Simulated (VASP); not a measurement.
Runs of VASP 6.6.1 on Mo. The structure is that of space group Im-3m (No. 229), or close to it. The cells are those of the table. 

| task | cell | k mesh | cutoff (eV) | smearing | gap on the mesh (eV) | pressure (GPa) |
| --- | --- | --- | --- | --- | --- | --- |
| single point | a = 2.673 Å, angles 109.5°, 1 atom | 8 × 8 × 8 | 520 | gaussian 0.1 eV | none | 22.6 |
| single point | a = 2.672 Å, angles 109.5°, 1 atom | 18 × 18 × 18 | 520 | fermi-dirac 0.1 eV | none | (a) |
| relaxation of cell and atoms | relaxed to 22 GPa from a = 2.725 Å, angles 109.5°, 1 atom | 8 × 8 × 8 | 600 | gaussian 0.1 eV | none | 21.7 |
| relaxation of cell and atoms | relaxed to 22 GPa from a = 2.673 Å, angles 109.5°, 1 atom | 18 × 18 × 18 | 600 | fermi-dirac 0.1 eV | none | 22.0 |

Alike in all rows: level PBE; potentials or basis VASP PAW PBE potentials, release 64 (Mo_sv); no spin polarisation.

Question: Estimate the missing entries.

Answer: (a) 22.7.

Caveats: the cell stands under pressure (at least some runs); the cell is relaxed towards a set pressure, so the run minimises the enthalpy, not the energy (at least some runs).

A k mesh can miss the band edges, and the runs leave out spin-orbit coupling on Mo.

A gap of «none» marks levels without a gap at the run's occupations.
